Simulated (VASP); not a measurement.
Here is a VASP 6.6.1 calculation.

Contents of INCAR:

```
SYSTEM = Ir4W
PREC = Accurate
ENCUT = 520
EDIFF = 1E-7
ISMEAR = 0
SIGMA = 0.2
LREAL = .FALSE.
LASPH = .TRUE.
NELM = 60
ALGO = Normal
ISIF = 2
LWAVE = .FALSE.
LCHARG = .TRUE.
GGA = PE
LELF = .TRUE.
LVHAR = .TRUE.
NBANDS = 33
```

File KPOINTS:

```
regular mesh
0
G
  4 4 3
  0 0 0
```

The input POSCAR:

```
Ir4W
1.0
    2.7541735476     -2.7562439567      0.0000000000
    2.7541735476      2.7562439567      0.0000000000
    0.0000000000      0.0000000000      5.8273974256
Ir W
4 1
Direct
    0.0000000000      0.5000000000      0.2147666738
    0.5000000000      0.0000000000      0.7852333262
    0.0000000000      0.5000000000      0.7852333262
    0.5000000000      0.0000000000      0.2147666738
    0.0000000000      0.0000000000      0.5000000000
```

Potentials or basis: VASP PAW PBE potentials, release 64 (Ir, W_sv).

Command:

```bash
$ cat potpaw_PBE.64/Ir/POTCAR potpaw_PBE.64/W_sv/POTCAR > POTCAR
$ mpirun -np 1 vasp_std > vasp.out
```

(1) Estimate the largest force.

(2) What does it give for the pressure?

Answers

(1) 0.032 eV/Å.

(2) 0.3 GPa.

Caveat: the k points lie up to 0.40 Å⁻¹ apart.
